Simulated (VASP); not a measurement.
Crystal: Mg.

```
Mg
1.0
     3.21028    0.00000    0.00000
    -1.60514    2.78018    0.00000
     0.00000    0.00000   10.31910
Mg
4
Cartesian
  0.0000 0.0000 0.0000
  0.0000 1.8535 2.5798
  0.0000 0.0000 5.1596
  1.6051 0.9267 7.7393
```

| Item | Value |
| --- | --- |
| Program | VASP 6.6.1 |
| Task | relaxation of cell and atoms |
| Functional | LDA |
| Potentials or basis | VASP PAW LDA potentials, release 64 (Mg) |
| Cutoff | 600 eV |
| k mesh | 15 × 15 × 4 |
| Occupations | gaussian, width 0.1 eV |
| Spin | no spin polarisation |

At the start: pressure -2.4 GPa; volume 23.02 Å³/atom.

Problem. How do energy, volume and symmetry change on relaxing?

Solution. Over 5 steps the energy falls by 12.1 meV/atom and the volume is 21.50 Å³/atom (-6.6 %); space group P6_3/mmc (No. 194, to 0.05 Å).

The path:
```
step  energy change (eV)  largest force (eV/Å)  pressure (GPa)  volume (Å³)
   1              0.0000                0.0000           -2.40        92.10
   2             -0.0448                0.0000           -0.70        87.58
   3             -0.0483                0.0000           -0.03        86.07
   4             -0.0483                0.0000            0.03        85.95
   5             -0.0483                0.0000            0.01        86.00
```

Final structure:
```
CELL_PARAMETERS angstrom
3.13834 0.00000 0.00000
-1.56917 2.71788 0.00000
0.00000 0.00000 10.08189
ATOMIC_POSITIONS crystal
Mg 0.00000 0.00000 0.00000
Mg 0.33333 0.66667 0.25000
Mg 0.00000 0.00000 0.50000
Mg 0.66667 0.33333 0.75000
```
